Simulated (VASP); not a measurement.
The system is Ga2Cl.

```
CELL_PARAMETERS angstrom
4.49119 0.00000 0.00000
0.00000 4.49119 0.00000
0.00000 0.00000 6.46558
ATOMIC_POSITIONS crystal
Ga 0.00000 0.50000 0.20300
Ga 0.00000 0.50000 0.70300
Ga 0.50000 0.00000 0.29700
Ga 0.50000 0.00000 0.79700
Cl 0.00000 0.00000 0.00000
Cl 0.50000 0.50000 0.50000
```

- Program: VASP 6.6.1
- Task: relaxation of cell and atoms
- Functional: PBE
- Potentials or basis: VASP PAW PBE potentials, release 64 (Ga_d, Cl)
- Cutoff: 600 eV
- k mesh: 4 × 4 × 4
- Occupations: gaussian, width 0.1 eV
- Spin: no spin polarisation

At the start: pressure 12.2 GPa; volume 21.74 Å³/atom.

Where does the relaxation end?

Over 4 steps the energy falls by 235.5 meV/atom and the volume is 29.85 Å³/atom (+37.3 %); space group P4_2/nmc (No. 137, to 0.1 Å) before and after.

Step by step:
| step | energy change (eV) | largest force (eV/Å) | pressure (GPa) | volume (Å³) |
| --- | --- | --- | --- | --- |
| 1 | 0.0000 | 0.1872 | 12.20 | 130.42 |
| 2 | -1.3247 | 0.0697 | 2.08 | 164.22 |
| 3 | -1.4055 | 0.0436 | 0.59 | 174.49 |
| 4 | -1.4132 | 0.0315 | -0.01 | 179.12 |

Final structure:
```
CELL_PARAMETERS angstrom
5.01469 0.00000 0.00000
0.00000 5.01469 0.00000
0.00000 0.00000 7.12280
ATOMIC_POSITIONS crystal
Ga 0.00000 0.50000 0.20491
Ga 0.00000 0.50000 0.70491
Ga 0.50000 0.00000 0.29509
Ga 0.50000 0.00000 0.79509
Cl 0.00000 0.00000 0.00000
Cl 0.50000 0.50000 0.50000
```

Caveat: the volume moved by over 15 % at a fixed basis, so the end points are rough.
